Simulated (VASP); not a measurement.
## LiH: single point with HSE06

Crystal: LiH.

```
CELL_PARAMETERS angstrom
2.50166 0.00000 0.00000
0.00000 2.50166 0.00000
0.00000 0.00000 2.43011
ATOMIC_POSITIONS crystal
Li 0.00000 0.00000 0.00000
H 0.50000 0.50000 0.50000
```

This cell differs from its parent crystal: uniaxial z strain -2.9%.

- Program: VASP 6.6.1
- Task: single point
- Functional: HSE06
- Potentials or basis: VASP PAW PBE potentials, release 64 (Li_sv, H)
- Cutoff: 520 eV
- k mesh: 8 × 8 × 8
- Occupations: gaussian, width 0.01 eV
- Spin: no spin polarisation

- Band gap on the k mesh: 1.31 eV (least direct gap 5.19 eV)

Levels at points of the mesh, in eV from the valence-band top:
| k point | band 1 | band 2 | band 3 | band 4 | band 5 |
| --- | --- | --- | --- | --- | --- |
| (0.00, 0.00, 0.00) | -51.54 | -10.02 | 12.87 | 12.87 | 14.16 |
| (0.50, 0.00, 0.00) | -51.48 | -7.54 | 1.31 | 13.15 | 17.24 |
| (0.50, 0.50, 0.00) | -51.44 | -3.24 | 2.05 | 2.05 | 10.20 |
| (0.00, 0.00, 0.50) | -51.47 | -7.26 | 1.64 | 12.72 | 17.61 |
| (0.50, 0.00, 0.50) | -51.42 | -2.94 | 2.24 | 2.44 | 10.47 |
| (0.50, 0.50, 0.50) | -51.38 | 0.00 | 7.30 | 7.60 | 7.60 |

Wall time 9.9 min on 1 thread of Intel Xeon 8259CL, with other jobs on the host, peak memory 0.24 GiB.

Caveat: the cell differs from its parent crystal (uniaxial z strain -2.9%). A k mesh can miss the band edges.
